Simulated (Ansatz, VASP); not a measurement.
This is a calculation of SnTe for Ansatz 0.2.0.

Contents of input:

```
crystal:
  lattice:
    - [0.0, 3.611146, 3.611146]
    - [3.611146, 0.0, 3.611146]
    - [3.611146, 3.611146, 0.0]
  atoms:
    - { symbol: Te, position: [0.25, 0.25, 0.25] }
    - { symbol: Sn, position: [0.0, 0.0, 0.0] }
hamiltonian:
  xc: hse06
  pseudopotentials: { kind: paw_fr }
magnetization:
  noncollinear: true
  spin_orbit: true
kpoints:
  mp_grid: { grid: [3, 3, 3] }
scf:
  occupations: { method: fermi_dirac, width: 0.05 }
output:
  forces: true
  stress: true
  eigenvalues: true
```

Problem. Set up the same calculation for VASP 6.6.1. Potentials there: VASP PAW PBE potentials, release 64 (Te, Sn_d).

Solution. As run (the cutoff follows the program's own potentials):

POSCAR

```
SnTe
1.0
    0.0000000000      3.6111460000      3.6111460000
    3.6111460000      0.0000000000      3.6111460000
    3.6111460000      3.6111460000      0.0000000000
Te Sn
1 1
Direct
    0.2500000000      0.2500000000      0.2500000000
    0.0000000000      0.0000000000      0.0000000000
```

INCAR.step1

```
SYSTEM = SnTe
PREC = Accurate
ENCUT = 520
EDIFF = 1E-5
ISMEAR = -1
SIGMA = 0.05
LREAL = .FALSE.
LASPH = .TRUE.
NELM = 150
ALGO = Normal
ISIF = 2
LWAVE = .TRUE.
LNONCOLLINEAR = .TRUE.
MAGMOM = 0 0 0 0 0 0
LORBIT = 11
LSORBIT = .TRUE.
GGA_COMPAT = .FALSE.
LORBMOM = .TRUE.
NBANDS = 32
GGA = PE
```

Contents of INCAR.step2:

```
SYSTEM = SnTe
PREC = Accurate
ENCUT = 520
EDIFF = 1E-6
ISMEAR = -1
SIGMA = 0.05
LREAL = .FALSE.
LASPH = .TRUE.
NELM = 150
ALGO = Normal
ISIF = 2
LWAVE = .FALSE.
LCHARG = .TRUE.
LNONCOLLINEAR = .TRUE.
MAGMOM = 0 0 0 0 0 0
LORBIT = 11
LSORBIT = .TRUE.
GGA_COMPAT = .FALSE.
LORBMOM = .TRUE.
GGA = PE
LHFCALC = .TRUE.
HFSCREEN = 0.2079
PRECFOCK = Normal
LVHAR = .TRUE.
NBANDS = 32
ISTART = 1
```

File KPOINTS:

```
Automatic mesh
0
G
  3 3 3
  0 0 0
```

Potentials or basis: VASP PAW PBE potentials, release 64 (Te, Sn_d).

Launch:

```bash
$ cat potpaw_PBE.64/Te/POTCAR potpaw_PBE.64/Sn_d/POTCAR > POTCAR
$ cp INCAR.step1 INCAR
$ mpirun -np 1 vasp_ncl > vasp.out
$ cp INCAR.step2 INCAR
$ mpirun -np 1 vasp_ncl > vasp.out
```

Both were run:

|  | VASP | Ansatz | Ansatz less VASP |
| --- | --- | --- | --- |
| pressure (GPa) | -1.5 | -1.3 | +0.14 |
| net moment per atom (μB) | 0.00 | 0.00 | 0.000 |

The functional is the same, so the differences come from potentials, cutoffs and numerics. VASP's potentials hold 20 valence electrons a cell and Ansatz's 30, so a difference there can come from the potentials and not from the codes.

The k mesh is coarse, so the values compare programs but aren't converged. Noted on Ansatz's run: odd divisions of the mesh miss points on the zone boundary, where band edges often lie, so the gap on the mesh can be too wide.
